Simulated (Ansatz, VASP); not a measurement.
## Ba in VASP and in Ansatz

```
CELL_PARAMETERS angstrom
7.15147 0.00000 0.00000
-3.57574 6.19336 0.00000
0.00000 0.00000 4.24837
ATOMIC_POSITIONS crystal
Ba 0.00000 0.00000 0.00000
Ba 0.33333 0.66667 0.50000
Ba 0.66667 0.33333 0.50000
```

Alike in both runs: task single point; functional revPBE; k mesh 6 × 6 × 8; occupations fermi-dirac, width 0.1 eV; no spin polarisation.

```csv
,VASP,Ansatz
version,VASP 6.6.1,Ansatz 0.2.0
potentials or method,"VASP PAW PBE potentials, release 64 (Ba_sv), cutoff 520 eV","plane waves (420 eV) with PAW, scalar-relativistic"
valence electrons in the cell,30,30
```

|  | VASP | Ansatz | Ansatz less VASP |
| --- | --- | --- | --- |
| pressure (GPa) | 0.7 | 0.7 | -0.05 |

VASP's potentials were made for PBE, not for revPBE. With one functional, cell and mesh, what is left measures potentials, basis and numerics.

Neither program's run includes spin-orbit coupling.
